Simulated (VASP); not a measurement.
## Ag: electric field gradients with PBE

Ag:

```
CELL_PARAMETERS angstrom
1.47305 0.85046 7.20465
-1.47305 0.85046 7.20465
0.00000 -1.70093 7.20465
ATOMIC_POSITIONS crystal
Ag 0.01111 0.01111 0.96111
Ag 0.76660 0.76660 0.81660
Ag 0.22228 0.22228 0.22228
```

This cell differs from its parent crystal: shortest bond scaled by 1.1.

```
Program                : VASP 6.6.1
Task                   : electric field gradients
Functional             : PBE
Potentials or basis    : VASP PAW PBE potentials, release 64 (Ag)
Cutoff                 : 520 eV
k mesh                 : 12 × 12 × 12
Occupations            : fermi-dirac, width 0.05 eV
Spin                   : no spin polarisation
Dipole correction      : no
Further INCAR settings : ALGO = Normal; EDIFF = 1e-08; NBANDS = 24
```

| Quantity | Value |
| --- | --- |
| Pressure | 0.6 GPa |
| Largest force | 0.720 eV/Å |
| Band gap on the k mesh | zero (an odd number of electrons rules out a gap without spin polarisation) |
| Largest electric field gradient by atom | Ag +6.8, +7.7, -6.7 V/Å² |

Forces in eV/Å, atoms in the order of the input:
```
Ag   0.000 -0.093  0.714
Ag   0.000  0.075 -0.705
Ag   0.000  0.019 -0.009
```

Stress tensor (GPa, compression positive):
```
 0.34  0.00  0.00
 0.00  0.14 -0.69
 0.00 -0.69  1.31
```

Levels at points of the mesh, in eV from the Fermi level:
```
           k point  band 15  band 16  band 17  band 18  band 19  band 20
(0.00, 0.00, 0.00)    -3.13    -3.12    -3.07    -2.97     6.95     8.36
(0.50, 0.00, 0.00)    -2.80     0.07     1.15     1.31     4.75     4.94
(0.00, 0.00, 0.50)    -2.81    -0.04     1.22     1.49     4.41     4.72
(0.50, 0.50, 0.00)    -2.78     0.44     0.54     1.59     3.63     5.84
(0.50, 0.00, 0.50)    -2.78     0.32     0.63     1.45     3.84     6.14
(0.50, 0.50, 0.50)    -3.38    -3.01    -2.94    -0.15     3.25    13.28
```

Electric field gradients, principal values (V/Å²):
```
atom   least  middle  greatest (by size)
1 Ag  -3.159  -3.665               6.824
2 Ag  -2.057  -5.662               7.720
3 Ag   2.820   3.912              -6.732
```

Run time: 18 min on 1 thread of Intel(R) Xeon(R) Platinum 8559C (Emerald Rapids), with other jobs on the host, peak memory 0.77 GiB.

Caveat: the cell differs from its parent crystal (shortest bond scaled by 1.1); without QUAD_EFG the Cq values of the log hold for a quadrupole moment of 1 mb, not for the nuclei.
